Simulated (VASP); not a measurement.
## Hf: single point with PBEsol

Hf:

```
CELL_PARAMETERS angstrom
0.00000 2.22000 2.22000
2.22000 0.00000 2.22000
2.22000 2.22000 0.00000
ATOMIC_POSITIONS crystal
Hf 0.00000 0.00000 0.00000
```

This isn't the form of Hf at room conditions, which is hcp.

| Item | Value |
| --- | --- |
| Program | VASP 6.6.1 |
| Task | single point |
| Functional | PBEsol |
| Potentials or basis | VASP PAW PBE potentials, release 64 (Hf_pv) |
| Cutoff | 520 eV |
| k mesh | 10 × 10 × 10 |
| Occupations | gaussian, width 0.02 eV |
| Spin | no spin polarisation |
| Dipole correction | no |
| Further INCAR settings | ALGO = Fast; EDIFF = 1e-06; NBANDS = 11 |

| Quantity | Value |
| --- | --- |
| Pressure | -2.2 GPa |
| Band gap on the k mesh | zero (bands 5 and 6 overlap by 1.80 eV) |

Levels at points of the mesh, in eV from the Fermi level:
```csv
k point,band 3,band 4,band 5,band 6,band 7,band 8
"(0.00, 0.00, 0.00)",-29.90,-7.32,1.38,1.38,1.38,4.24
"(0.50, 0.00, 0.00)",-30.02,-3.73,0.65,1.14,1.14,6.44
"(0.50, 0.50, 0.00)",-30.22,-3.38,-2.23,2.64,6.44,7.09
```

Wall time 17 s on 1 thread of Intel Xeon 8259CL, with other jobs on the host, peak memory 0.14 GiB.

Caveat: the PAW data sets were made with another functional, which shifts forces and pressure a little; spin-orbit coupling is left out, which moves the levels of the heavy elements.
